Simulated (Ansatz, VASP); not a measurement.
Ge5Mo in VASP and in Ansatz

Contents of INCAR:

```
SYSTEM = Ge5Mo
  PREC = Accurate
  ENCUT = 520
  EDIFF = 1E-7
  ISMEAR = 0
  SIGMA = 0.1
  LREAL = .False.
  LASPH = .True.
  NELM = 80
  ALGO = Normal
  ISIF = 2
  LWAVE = .False.
  LCHARG = .True.
  GGA = PE
  LELF = .True.
  LVHAR = .True.
  NBANDS = 51
```

The input KPOINTS:

```
Automatic mesh
0
Gamma
  12 12 4
  0 0 0
```

The input POSCAR:

```
Ge5Mo
1.0
    3.3599500677      0.0000000000      0.0000000000
    0.0000000000      3.3599500677      0.0000000000
    0.0000000000      0.0000000000      9.3056055225
Ge Mo
5 1
Direct
    0.5000000000      0.5000000000      0.3066724209
    0.5000000000      0.5000000000      0.6933275791
    0.0000000000      0.0000000000      0.1438840765
    0.0000000000      0.0000000000      0.8561159235
    0.0000000000      0.0000000000      0.5000000000
    0.5000000000      0.5000000000      0.0000000000
```

Input for Ansatz:

```yaml
crystal:
  lattice:
    - [3.3599500677, 0.0, 0.0]
    - [0.0, 3.3599500677, 0.0]
    - [0.0, 0.0, 9.3056055225]
  atoms:
    - { symbol: Ge, position: [0.5, 0.5, 0.3066724209] }
    - { symbol: Ge, position: [0.5, 0.5, 0.6933275791] }
    - { symbol: Ge, position: [0.0, 0.0, 0.1438840765] }
    - { symbol: Ge, position: [0.0, 0.0, 0.8561159235] }
    - { symbol: Ge, position: [0.0, 0.0, 0.5] }
    - { symbol: Mo, position: [0.5, 0.5, 0.0] }
basis:
  ecutwfc: 420
kpoints:
  mp_grid: { grid: [12, 12, 4] }
  band_path:
    path:
      - [[0.0, 0.0, 0.0], [0.0, 0.5, 0.0], [0.5, 0.5, 0.0], [0.0, 0.0, 0.0], [0.0, 0.0, 0.5], [0.0, 0.5, 0.5], [0.5, 0.5, 0.5], [0.0, 0.0, 0.5]]
      - [[0.0, 0.5, 0.0], [0.0, 0.5, 0.5]]
      - [[0.5, 0.5, 0.0], [0.5, 0.5, 0.5]]
    npoints: 14
hamiltonian:
  xc: pbe
scf:
  occupations: { method: gaussian, width: 0.1 }
  n_extra_bands: 15
output:
  forces: true
  stress: true
  eigenvalues: true
  populations: true
  dos: { projected: true, de: 0.02, nscf_kmesh: { grid: [15, 15, 5] } }
  bader: true
  write_density: true
  write_potential: true
  elf: true
  volumetric_format: npy
```

Alike in both runs: task single point; functional PBE; k mesh 12 × 12 × 4; occupations gaussian, width 0.1 eV; no spin polarisation.

|  | VASP | Ansatz |
| --- | --- | --- |
| version | VASP 6.6.1 | Ansatz 0.2.0 |
| potentials or method | VASP PAW PBE potentials, release 64 (Ge_d, Mo_sv), cutoff 520 eV | scalar-relativistic, plane waves, PAW |
| valence electrons in the cell | 84 | 84 |

|  | VASP | Ansatz | Ansatz less VASP |
| --- | --- | --- | --- |
| gap on the k mesh at the Fermi level (eV) | none | none | - |
| pressure (GPa) | 0.1 | 0.0 | -0.12 |
| rms of the force components (eV/Å) | 0.005 | 0.000 | -0.0043 |

Atom by atom the forces differ by 0.005 eV/Å (rms over components). A gap of «none» marks a metal or a gap that the smearing closes. The functional is the same, so the differences come from potentials, cutoffs and numerics.
